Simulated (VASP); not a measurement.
# Gd (Fm-3m) in VASP: density of states with PBE

Aim: the density of states of Gd with PBE.

Program: VASP 6.6.1. These are calculated values, not measurements. Logs are shortened: lines on timing, memory, paths and dates and some standing lists are left out, and cuts for length are marked.

### 1 The cell of the first run

Symmetry: Fm-3m, No. 225, cubic system. Conventional cell: a = 3.748 Å, b = 3.748 Å, c = 3.748 Å, α = 90.00°, β = 90.00°, γ = 90.00°. Gd (site symmetry m-3m) has 12 Gd at 2.65 Å within 3.5 Å.

### 2 Density of states, PBE, collinear spin, ferromagnetic start (volume scaled by 0.4)

The input, POSCAR:

```
Gd
1.0
    0.0000000000      1.8741845343      1.8741845343
    1.8741845343      0.0000000000      1.8741845343
    1.8741845343      1.8741845343      0.0000000000
Gd
1
Direct
    0.0000000000      0.0000000000      0.0000000000
```

The input, INCAR.step1:

```
ALGO     = Normal         # electronic algorithm
EDIFF    = 1E-7           # SCF threshold, eV
ENCUT    = 520            # plane-wave cutoff, eV
GGA      = PE             # functional
ISIF     = 2              # what is computed and relaxed
ISMEAR   = -1             # smearing method
ISPIN    = 2              # spin polarisation
LASPH    = T              # aspherical terms in the spheres
LCHARG   = T              # write CHGCAR
LMAXMIX  = 6              # l up to which the mixer works
LREAL    = F              # projectors in reciprocal space
LWAVE    = F              # write WAVECAR
MAGMOM   = 7              # initial moments
NBANDS   = 19             # bands
NELM     = 150            # most SCF steps
PREC     = Accurate       # precision mode
SIGMA    = 0.05           # smearing width, eV
```

The input, KPOINTS.step1:

```
k-points
0
Gamma
  13 13 13
```

The input, INCAR.step2:

```
ALGO     = Normal         # electronic algorithm
EDIFF    = 1E-7           # SCF threshold, eV
ENCUT    = 520            # plane-wave cutoff, eV
GGA      = PE             # functional
ICHARG   = 11             # starting density
ISIF     = 2              # what is computed and relaxed
ISMEAR   = -5             # smearing method
ISPIN    = 2              # spin polarisation
LASPH    = T              # aspherical terms in the spheres
LCHARG   = F              # write CHGCAR
LMAXMIX  = 6              # l up to which the mixer works
LORBIT   = 11             # projections on sites
LREAL    = F              # projectors in reciprocal space
LWAVE    = F              # write WAVECAR
MAGMOM   = 7              # initial moments
NBANDS   = 19             # bands
NEDOS    = 1001           # points of the DOS
NELM     = 150            # most SCF steps
PREC     = Accurate       # precision mode
SIGMA    = 0.05           # smearing width, eV
```

The input, KPOINTS.step2:

```
k-points
0
Gamma
  20 20 20
```

Potentials or basis: VASP PAW PBE potentials, release 64 (Gd).

Run with:

```console
$ cat potpaw_PBE.64/Gd/POTCAR > POTCAR
$ cp INCAR.step1 INCAR
$ cp KPOINTS.step1 KPOINTS
$ mpirun -np 1 vasp_std > vasp.out
$ cp INCAR.step2 INCAR
$ cp KPOINTS.step2 KPOINTS
$ mpirun -np 1 vasp_std > vasp.out
```

OUTCAR:

```text
EDIFF = 1E-7
   ENCUT = 520
   GGA = PE
   ICHARG = 11
   ISIF = 2
   ISMEAR = -5
   ISPIN = 2
   LASPH = T
   LORBIT = 11
   LREAL = F
   NELM = 150
   PREC = Accurate

 ion  position               nearest neighbor table
   1  0.000  0.000  0.000-

  LATTYP: Found a face centered cubic cell.
 ALAT       =     3.7483690686

  Lattice vectors:

 A1 = (   0.0000000000,   1.8741845343,   1.8741845343)
 A2 = (   1.8741845343,   0.0000000000,   1.8741845343)
 A3 = (   1.8741845343,   1.8741845343,   0.0000000000)

Analysis of symmetry for initial positions (statically):
=====================================================================
 Subroutine PRICEL returns:
 Original cell was already a primitive cell.

 Routine SETGRP: Setting up the symmetry group for a
 face centered cubic supercell.

 Subroutine GETGRP returns: Found 48 space group operations
 (whereof 48 operations were pure point group operations)
 out of a pool of 48 trial point group operations.

The static configuration has the point symmetry O_h .

Analysis of symmetry for dynamics (positions and initial velocities):
=====================================================================
 Subroutine PRICEL returns:
 Original cell was already a primitive cell.

 Routine SETGRP: Setting up the symmetry group for a
 face centered cubic supercell.

 Subroutine GETGRP returns: Found 48 space group operations
 (whereof 48 operations were pure point group operations)
 out of a pool of 48 trial point group operations.

The dynamic configuration has the point symmetry O_h .

Analysis of structural, dynamic, and magnetic symmetry:
=====================================================================
 Subroutine PRICEL returns:
 Original cell was already a primitive cell.

 Routine SETGRP: Setting up the symmetry group for a
 face centered cubic supercell.

 Subroutine GETGRP returns: Found 48 space group operations
 (whereof 48 operations were pure point group operations)
 out of a pool of 48 trial point group operations.

The overall configuration has the point symmetry O_h .

 Subroutine INISYM returns: Found 48 space group operations
 (whereof 48 operations are pure point group operations),
 and found     1 'primitive' translations

----------------------------------------------------------------------------------------

                                     Primitive cell

  volume of cell :      13.1664

  direct lattice vectors                    reciprocal lattice vectors
     0.000000000  1.874184534  1.874184534    -0.266782694  0.266782694  0.266782694
     1.874184534  0.000000000  1.874184534     0.266782694 -0.266782694  0.266782694
     1.874184534  1.874184534  0.000000000     0.266782694  0.266782694 -0.266782694

  length of vectors
     2.650497187  2.650497187  2.650497187     0.462081181  0.462081181  0.462081181

  position of ions in fractional coordinates (direct lattice)
     0.000000000  0.000000000  0.000000000

  ion indices of the primitive-cell ions
   primitive index   ion index
                 1           1

----------------------------------------------------------------------------------------

 KPOINTS: k-points

Automatic generation of k-mesh.
 Grid dimensions read from file:
 generate k-points for:   20   20   20

 Generating k-lattice:

  Cartesian coordinates                     Fractional coordinates (reciprocal lattice)
    -0.013339135  0.013339135  0.013339135     0.050000000  0.000000000  0.000000000
     0.013339135 -0.013339135  0.013339135     0.000000000  0.050000000  0.000000000
     0.013339135  0.013339135 -0.013339135     0.000000000  0.000000000  0.050000000

  Length of vectors
     0.023104059  0.023104059  0.023104059

  Shift w.r.t. Gamma in fractional coordinates (k-lattice)
     0.000000000  0.000000000  0.000000000

 TETIRR: Found   1093 inequivalent tetrahedra from    48000

 Subroutine IBZKPT returns following result:
 ===========================================

 Found    256 irreducible k-points:

 Following reciprocal coordinates:
            Coordinates               Weight
  0.000000  0.000000  0.000000      1.000000
  0.050000  0.000000  0.000000      8.000000
  0.100000  0.000000  0.000000      8.000000
  0.150000  0.000000  0.000000      8.000000
  0.200000  0.000000  0.000000      8.000000
  0.250000  0.000000  0.000000      8.000000
[... 16 lines left out ...]
 -0.400000  0.050000  0.000000     24.000000
 -0.350000  0.050000  0.000000     24.000000
 [... further k-points ...]
   k-points           NKPTS =    256   k-points in BZ     NKDIM =    256   number of bands    NBANDS=     19
   number of dos      NEDOS =   1001   number of ions     NIONS =      1
   total plane-waves  NPLWV =   8000
   dimension x,y,z NGX =    20 NGY =   20 NGZ =   20
   dimension x,y,z NGXF=    40 NGYF=   40 NGZF=   40
   ions per type =               1
   NGX,Y,Z   is equivalent  to a cutoff of  12.54, 12.54, 12.54 a.u.
   NGXF,Y,Z  is equivalent  to a cutoff of  25.09, 25.09, 25.09 a.u.
 SYSTEM =  unknown system
   PREC   = accura    normal or accurate (medium, high low for compatibility)
   ISTART =      0    job   : 0-new  1-cont  2-samecut
   ICHARG =     11    charge: 1-file 2-atom 10-const
   ISPIN  =      2    spin polarized calculation?
   LNONCOLLINEAR =      F non collinear calculations
   LSORBIT =      F    spin-orbit coupling
   LASPH  =      T    aspherical Exc in radial PAW
   ENCUT  =  520.0 eV  38.22 Ry    6.18 a.u.   4.93  4.93  4.93*2*pi/ulx,y,z
   NELM   =    150;   NELMIN=  2; NELMDL=  0     # of ELM steps
   EDIFF  = 0.1E-06   stopping-criterion for ELM
   LREAL  =      F    real-space projection
   EDIFFG = 0.1E-05   stopping-criterion for IOM
   NSW    =      0    number of steps for IOM
   IBRION =     -1    ionic relax: 0-MD 1-quasi-New 2-CG
   NFREE  =      0    steps in history (QN), initial steepest desc. (CG)
   ISIF   =      2    stress and relaxation
   ISYM   =      2    0-nonsym 1-usesym 2-fastsym
   POTIM  = 0.5000    time-step for ionic-motion
   TEBEG  =    0.0;   TEEND  =   0.0 temperature during run
   PSTRESS=    0.0 pullay stress
   NELECT =      18.0000    total number of electrons
   NUPDOWN=      -1.0000    fix difference up-down
   EMIN   =  10.00;   EMAX   =-10.00  energy-range for DOS
   EFERMI =   0.00;   METHOD = LEGACY
   ISMEAR =    -5;   SIGMA  =   0.05  broadening in eV -4-tet -1-fermi 0-gaus
   EFERMI_NEDOS =   21; number of points for ismear=-14 and -15
   IALGO  =     38    algorithm
   IMIX   =      4    mixing-type and parameters
     AMIX     =   0.40;   BMIX     =  1.00
     AMIX_MAG =   1.60;   BMIX_MAG =  1.00
  volume/ion in A,a.u.               =      13.17        88.85
  Fermi-wavevector in a.u.,A,eV,Ry     =   1.816951  3.433540 44.917083  3.301312
  Thomas-Fermi vector in A             =   2.874257
   LORBIT       =     11    0 simple, 1 ext, 2 COOP (PROOUT), +10 PAW based schemes
   GGA     = PE    functional components
   LHFCALC =     F    Hartree Fock is set to
   AEXX    =    0.0000 exact exchange contribution
   IVDW    =     0    specifies the selected vdW correction
   LEPSILON=     F    determine dielectric tensor
   LRPA    =     F    only Hartree local field effects (RPA)
 spin polarized calculation
 Fermi weights with tetrahedron method with Bloechl corrections
  energy-cutoff  :      520.00
  volume of cell :       13.17
 maximum number of plane-waves:       368

 number of electron      18.0000008 magnetization       6.4574228

 Free energy of the ion-electron system (eV)
  ---------------------------------------------------
  ext. energy  EPLUGINS =         0.00000000
  ---------------------------------------------------
  free energy    TOTEN  =        -7.57202553 eV

  energy without entropy =       -7.57202553  energy(sigma->0) =       -7.57202553

 E-fermi :   9.0833     XC(G=0): -15.0585

 val. band max:        9.1756196358   @ k =   0.3000   0.2000   0.1000
 cond. band min:       8.9721792213   @ k =  -0.3000   0.2500   0.1000
 fundamental gap:     -0.2034404144
 Fermi energy:         9.0833264673

 spin component 1

 k-point     1 :       0.0000    0.0000    0.0000
  band No.  band energies     occupation
      1     -36.9944      1.00000
      2      -9.6201      1.00000
      3      -9.6201      1.00000
      4      -9.6201      1.00000
      5       4.7095      1.00000
      6       5.5066      1.00000
[... 11 lines left out ...]
     18      23.1500      0.00000
     19      29.5455      0.00000

 k-point     2 :       0.0500    0.0000    0.0000
  band No.  band energies     occupation
      1     -36.9556      1.00000
      2      -9.8791      1.00000
      3      -9.6473      1.00000
      4      -9.6473      1.00000
      5       4.7024      1.00000
      6       5.4950      1.00000
[... 476 lines left out ...]
 k-point    24 :      -0.3500    0.0500    0.0000
  band No.  band energies     occupation
      1     -35.4521      1.00000
      2     -16.2816      1.00000
      3     -10.7631      1.00000
      4     -10.4097      1.00000
      5       4.7778      1.00000
      6       5.2896      1.00000
[... 11 lines left out ...]
     18      23.6024      0.00000
     19      35.1963      0.00000

 [... further k-points ...]

 spin component 2

 k-point     1 :       0.0000    0.0000    0.0000
  band No.  band energies     occupation
      1     -34.4307      1.00000
      2      -7.2986      1.00000
      3      -7.2986      1.00000
      4      -7.2986      1.00000
      5       7.5446      1.00000
      6       8.6068      1.00000
[... 11 lines left out ...]
     18      24.4718      0.00000
     19      30.5598      0.00000

 k-point     2 :       0.0500    0.0000    0.0000
  band No.  band energies     occupation
      1     -34.3878      1.00000
      2      -7.5955      1.00000
      3      -7.3292      1.00000
      4      -7.3292      1.00000
      5       7.8037      1.00000
      6       8.5152      1.00000
[... 476 lines left out ...]
 k-point    24 :      -0.3500    0.0500    0.0000
  band No.  band energies     occupation
      1     -32.6852      1.00000
      2     -14.6597      1.00000
      3      -8.5738      1.00000
      4      -8.1663      1.00000
      5       6.6152      1.00000
      6       8.8483      1.00000
[... 11 lines left out ...]
     18      24.9263      0.00000
     19      36.6147      0.00000

 [... further k-points ...]
[... 5 lines left out ...]
  --------------------------------------------------------------------------------------
  -------------------------------------------------------------------------------------
  Total       11.2606695     11.2606695     11.2606695      0.0000000      0.0000000     -0.0000000
  in kB     1370.2750526   1370.2750526   1370.2750526      0.0000000      0.0000000     -0.0000000
  external PRESSURE =    1370.2750526 kB  Pullay stress =       0.0000000 kB

 VOLUME and BASIS-vectors are now :
 -----------------------------------------------------------------------------
  energy-cutoff  :      520.00
  volume of cell :       13.17
      direct lattice vectors                 reciprocal lattice vectors
     0.000000000  1.874184534  1.874184534    -0.266782694  0.266782694  0.266782694
     1.874184534  0.000000000  1.874184534     0.266782694 -0.266782694  0.266782694
     1.874184534  1.874184534  0.000000000     0.266782694  0.266782694 -0.266782694

 POSITION                                       TOTAL-FORCE (eV/Angst)
 -----------------------------------------------------------------------------------
      0.00000      0.00000      0.00000        -0.000000     -0.000000     -0.000000
 -----------------------------------------------------------------------------------
    total drift:                                0.000000      0.000000      0.000000

  FREE ENERGIE OF THE ION-ELECTRON SYSTEM (eV)
  ---------------------------------------------------
  free  energy   TOTEN  =        -7.5720255295 eV

  energy  without entropy=       -7.5720255295  energy(sigma->0) =       -7.57202553

 total charge

# of ion       s       p       d       f       tot
--------------------------------------------------
    1        2.092   5.527   1.442   7.284  16.344

 magnetization (x)

# of ion       s       p       d       f       tot
--------------------------------------------------
    1        0.029  -0.053   0.039   6.311   6.327
```

Wall time 2.7 min (1 thread of Intel Xeon 6975P-C, shared host); peak memory 0.23 GiB.

What came out:

```
Net moment                                            : 6.46 μB per cell
Site moments                                          : Gd +6.33 μB
Valence electrons inside the program's atomic spheres : Gd 16.34
```

Levels at points of the mesh, in eV from the Fermi level:
Spin up:
```
           k point  band 10  band 11  band 12  band 13  band 14  band 15
(0.00, 0.00, 0.00)    -2.62    -2.62    -2.60     1.73     1.73     1.73
(0.50, 0.00, 0.00)    -2.77    -2.77    -2.58     1.04     1.04     9.34
(0.50, 0.50, 0.00)    -3.03    -2.92    -2.92    -2.81    13.61    14.79
```
Spin down:
| k point | band 4 | band 5 | band 6 | band 7 | band 8 | band 9 |
| --- | --- | --- | --- | --- | --- | --- |
| (0.00, 0.00, 0.00) | -16.38 | -1.54 | -0.48 | 0.97 | 0.97 | 0.97 |
| (0.50, 0.00, 0.00) | -17.49 | -2.93 | -0.32 | 1.28 | 1.28 | 1.84 |
| (0.50, 0.50, 0.00) | -19.62 | -5.65 | -4.60 | 1.33 | 1.74 | 1.74 |

Caveat: spin-orbit coupling is left out, which moves the levels of the heavy elements; tetrahedron occupations give inexact forces and stress in metals. The state reached can hang on the start; a lower one may exist.
